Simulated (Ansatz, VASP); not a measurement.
## CdTe in VASP and in Ansatz

Contents of INCAR:

```
  PREC = Accurate
  ENCUT = 520
  EDIFF = 1E-6
  ISMEAR = -1
  SIGMA = 0.05
  LREAL = False
  LASPH = True
  NELM = 80
  ALGO = Normal
  ISIF = 2
  LWAVE = False
  LCHARG = False
  GGA = PS
  NBANDS = 26
```

The input KPOINTS:

```
Automatic mesh
0
Gamma
  9 9 6
```

The input POSCAR:

```
CdTe
1.0
    3.0447179573     -3.0738391863      0.0000000000
    3.0447179573      3.0738391863      0.0000000000
    0.0000000000      0.0000000000      6.0497739093
Cd Te
2 2
Direct
    0.2770300000      0.7229700000      0.7500000000
    0.7229700000      0.2770300000      0.2500000000
    0.7661370000      0.2338630000      0.7500000000
    0.2338630000      0.7661370000      0.2500000000
```

Input for Ansatz:

```yaml
crystal:
  lattice:
    - [3.0447179573, -3.0738391863, 0.0]
    - [3.0447179573, 3.0738391863, 0.0]
    - [0.0, 0.0, 6.0497739093]
  atoms:
    - { symbol: Cd, position: [0.27703, 0.72297, 0.75] }
    - { symbol: Cd, position: [0.72297, 0.27703, 0.25] }
    - { symbol: Te, position: [0.766137, 0.233863, 0.75] }
    - { symbol: Te, position: [0.233863, 0.766137, 0.25] }
kpoints:
  mp_grid: { grid: [9, 9, 6] }
  band_path:
    path:
      - [0.0, 0.0, 0.0]
      - [-0.5, 0.5, 0.0]
      - [-0.4952854913, 0.5047145087, 0.0]
      - [0.4952854913, 0.4952854913, 0.0]
      - [0.0, 0.0, 0.0]
      - [0.0, 0.0, 0.5]
      - [0.4952854913, 0.4952854913, 0.5]
      - [-0.4952854913, 0.5047145087, 0.5]
      - [-0.5, 0.5, 0.5]
    npoints: 5
scf:
  occupations: { method: fermi_dirac, width: 0.05 }
hamiltonian:
  xc: pbesol
  pseudopotentials: { kind: all_electron, lapw: { basis_error: 0.001 } }
output:
  forces: true
  stress: true
  eigenvalues: true
```

Change from the starting cell: volume scaled by 0.98.

Alike in both runs: task single point; functional PBEsol; k mesh 9 × 9 × 6; occupations fermi-dirac, width 0.05 eV; no spin polarisation.

```csv
,VASP,Ansatz
version,VASP 6.6.1,Ansatz 0.2.0
potentials or method,"VASP PAW PBE potentials, release 64 (Cd, Te), cutoff 520 eV","all-electron LAPW, scalar-relativistic"
```

|  | VASP | Ansatz | Ansatz less VASP |
| --- | --- | --- | --- |
| pressure (GPa) | -2.2 | -2.4 | -0.19 |
| traceless stress, the component that is largest in VASP (GPa) | 0.28 | 0.28 | -0.007 |
| rms of the force components (eV/Å) | 0.023 | 0.024 | +0.0007 |

VASP's potentials were made for PBE, not for PBEsol. Atom by atom the forces differ by 0.003 eV/Å (rms over components). Ansatz ran all-electron here, and VASP with PAW potentials.

Neither program's run includes spin-orbit coupling.
